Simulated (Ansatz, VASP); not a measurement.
# Cd3Te5: VASP beside Ansatz

File INCAR:

```
SYSTEM = Cd3Te5
PREC = Accurate ; ENCUT = 600
EDIFF = 1E-7 ; ISMEAR = 0
SIGMA = 0.2 ; LREAL = .FALSE.
LASPH = .TRUE. ; NELM = 80
ALGO = Normal ; ISIF = 3
LWAVE = .FALSE. ; LCHARG = .FALSE.
GGA = PE ; IBRION = 2
NSW = 36 ; EDIFFG = -0.08
```

KPOINTS

```
regular mesh
0
G
  3 3 3
  0 0 0
```

POSCAR

```
Cd3Te5
1.0
    6.4808127000      0.0000000000      0.0000000000
    0.0000000000      6.4808127000      0.0000000000
    0.0000000000      0.0000000000      6.4808127000
Cd Te
3 5
Direct
    0.5000000000      0.0000000000      0.0000000000
    0.0000000000      0.5000000000      0.0000000000
    0.0000000000      0.0000000000      0.5000000000
    0.0000000000      0.5000000000      0.5000000000
    0.5000000000      0.0000000000      0.5000000000
    0.5000000000      0.5000000000      0.0000000000
    0.0000000000      0.0000000000      0.0000000000
    0.5000000000      0.5000000000      0.5000000000
```

Input for Ansatz:

```yaml
crystal:
  lattice:
    - [6.4808127, 0.0, 0.0]
    - [0.0, 6.4808127, 0.0]
    - [0.0, 0.0, 6.4808127]
  atoms:
    - { symbol: Cd, position: [0.5, 0.0, 0.0] }
    - { symbol: Cd, position: [0.0, 0.5, 0.0] }
    - { symbol: Cd, position: [0.0, 0.0, 0.5] }
    - { symbol: Te, position: [0.0, 0.5, 0.5] }
    - { symbol: Te, position: [0.5, 0.0, 0.5] }
    - { symbol: Te, position: [0.5, 0.5, 0.0] }
    - { symbol: Te, position: [0.0, 0.0, 0.0] }
    - { symbol: Te, position: [0.5, 0.5, 0.5] }
basis:
  ecutwfc: 420
kpoints:
  mp_grid: { grid: [3, 3, 3] }
hamiltonian:
  xc: pbe
scf:
  occupations: { method: gaussian, width: 0.2 }
  lower_state_search: "off"
output:
  forces: true
  stress: true
  eigenvalues: true
relax:
  adjacent_minimum: "off"
  f_tol: 0.08
  max_steps: 16
  cell: { stress_tol: 0.8 }
```

Alike in both runs: task relaxation of cell and atoms; functional PBE; k mesh 3 × 3 × 3; occupations gaussian, width 0.2 eV; no spin polarisation.

|  | VASP | Ansatz |
| --- | --- | --- |
| version | VASP 6.6.1 | Ansatz 0.2.0 |
| potentials or method | VASP PAW PBE potentials, release 64 (Cd, Te), cutoff 600 eV | scalar-relativistic, plane waves, PAW |
| valence electrons in the cell | 66 | 140 |

VASP gave:

* gap on the k mesh at the Fermi level, each at its own relaxed structure (eV): none
* relaxed volume (Å³/atom): 30.19
* relaxed cell length with the largest relative difference (Å): 6.227

Task: Which values does Ansatz return?

Result: gap on the k mesh at the Fermi level, each at its own relaxed structure (eV): none; relaxed volume (Å³/atom): 30.42; relaxed cell length with the largest relative difference (Å): 6.243.

A gap of «none» marks a metal or a gap that the smearing closes. VASP's potentials hold 66 valence electrons a cell and Ansatz's 140, so a difference there can come from the potentials and not from the codes.

Spin-orbit coupling is off throughout.
